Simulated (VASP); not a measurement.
Here is a VASP 6.6.1 calculation.

File INCAR:

```
  PREC = Accurate
  ENCUT = 520
  EDIFF = 1E-8
  ISMEAR = -1
  SIGMA = 0.03
  LREAL = False
  LASPH = True
  NELM = 60
  ALGO = Normal
  ISIF = 2
  LWAVE = False
  LCHARG = False
  GGA = PS
  LEFG = True
  NBANDS = 28
```

KPOINTS

```
Automatic mesh
0
Gamma
  7 7 7
```

File POSCAR:

```
BaTiO3
1.0
    4.0262895137      0.0000000000      0.0000000000
    0.0000000000      4.0262895137      0.0000000000
    0.0000000000      0.0000000000      4.0446100470
Ba Ti O
1 1 3
Direct
    0.0000000000      0.0000000000      0.0000000000
    0.5000000000      0.5000000000      0.5000000000
    0.5000000000      0.5000000000      0.0000000000
    0.5000000000      0.0000000000      0.5000000000
    0.0000000000      0.5000000000      0.5000000000
```

Potentials or basis: VASP PAW PBE potentials, release 64 (Ba_sv, Ti_sv, O).

Run with:

```sh
$ cat potpaw_PBE.64/Ba_sv/POTCAR potpaw_PBE.64/Ti_sv/POTCAR potpaw_PBE.64/O/POTCAR > POTCAR
$ mpirun -np 1 vasp_std > vasp.out
```

**Question.** What does it give for the pressure?

**Answer.** -5.9 GPa.

**Question.** What does it give for the band gap on the k mesh?

**Answer.** 1.71 eV, indirect (least direct gap 1.82 eV).

Stress tensor (GPa, compression positive):
```
-5.67  0.00  0.00
 0.00 -5.67  0.00
 0.00  0.00 -6.44
```

Caveat: without QUAD_EFG the Cq values of the log hold for a quadrupole moment of 1 mb, not for the nuclei; the PAW data sets were made with another functional, which shifts forces and pressure a little; spin-orbit coupling is left out, which moves the levels of the heavy elements. A k mesh can miss the band edges.
